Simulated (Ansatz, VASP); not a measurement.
# TaN: VASP beside Ansatz

```
Ta N
1.0
     2.93800    0.00000    0.00000
    -1.46900    2.54438    0.00000
     0.00000    0.00000    2.88300
Ta N
1 1
Cartesian
  0.0000 1.6963 1.4415
  0.0000 0.0000 0.0000
```

Alike in both runs: task single point; functional PBE; k mesh 12 × 12 × 10; occupations fermi-dirac, width 0.28 eV; no spin polarisation.

|  | VASP | Ansatz |
| --- | --- | --- |
| version | VASP 6.6.1 | Ansatz 0.2.0 |
| potentials or method | VASP PAW PBE potentials, release 64 (Ta_pv, N), cutoff 520 eV | all-electron LAPW, scalar-relativistic |

|  | VASP | Ansatz | Ansatz less VASP |
| --- | --- | --- | --- |
| pressure (GPa) | 5.5 | 5.0 | -0.56 |
| traceless stress, the component that is largest in VASP (GPa) | 0.38 | 0.27 | -0.106 |

Ansatz ran all-electron here, and VASP with PAW potentials.

Neither program's run includes spin-orbit coupling.
